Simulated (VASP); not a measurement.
Write the native input for VASP 6.6.1 that does the following.

```
Task                   : single point
Functional             : PBE
Potentials or basis    : VASP PAW PBE potentials, release 64 (Sn_d, Te, S)
Cutoff                 : 520 eV
k mesh                 : 12 × 12 × 2
Occupations            : gaussian, width 0.02 eV
Spin                   : no spin polarisation
Dipole correction      : no
Further INCAR settings : ALGO = Normal; EDIFF = 1e-06; NBANDS = 31
```

The structure of SnTeS4 lies in POSCAR:

```
SnTeS4
1.0
    3.7627355566      0.0000000000      0.0000000000
   -1.8813677783      3.2586245798      0.0000000000
    0.0000000000      0.0000000000     13.7782531475
Sn Te S
1 1 4
Direct
    0.0000000000      0.0000000000      0.5000000000
    0.0000000000      0.0000000000      0.0000000000
    0.6666666667      0.3333333333      0.8857648065
    0.6666666667      0.3333333333      0.3941983516
    0.3333333333      0.6666666667      0.6058016484
    0.3333333333      0.6666666667      0.1142351935
```

The cell was generated, and may not be a known phase.

These files were run (other wordings do the same):

INCAR

```
SYSTEM = SnTeS4
  ALGO = Normal
  EDIFF = 1E-6
  ENCUT = 520
  GGA = PE
  ISIF = 2
  ISMEAR = 0
  LASPH = .TRUE.
  LCHARG = .FALSE.
  LREAL = .FALSE.
  LWAVE = .FALSE.
  NBANDS = 31
  NELM = 60
  PREC = Accurate
  SIGMA = 0.02
```

KPOINTS

```
k-points
0
G
  12 12 2
  0 0 0
```

Potentials or basis: VASP PAW PBE potentials, release 64 (Sn_d, Te, S).

Launch:

```console
$ cat potpaw_PBE.64/Sn_d/POTCAR potpaw_PBE.64/Te/POTCAR potpaw_PBE.64/S/POTCAR > POTCAR
$ mpirun -np 1 vasp_std > vasp.out
```

It gave:

```
Pressure               : -0.1 GPa
Largest force          : 0.022 eV/Å
Band gap on the k mesh : 0.64 eV (least direct gap 1.30 eV)
```

Caveat: semilocal functionals underestimate gaps, and a narrow one can read as zero; spin-orbit coupling is left out, which moves the levels of the heavy elements; this functional lacks dispersion, which binds layers or chains, so the pressure and a relaxed spacing across them are unreliable.

Run time: 3.8 min on 1 thread of Oxide Virtual Turin-like Processor (shared host), peak memory 0.34 GiB.
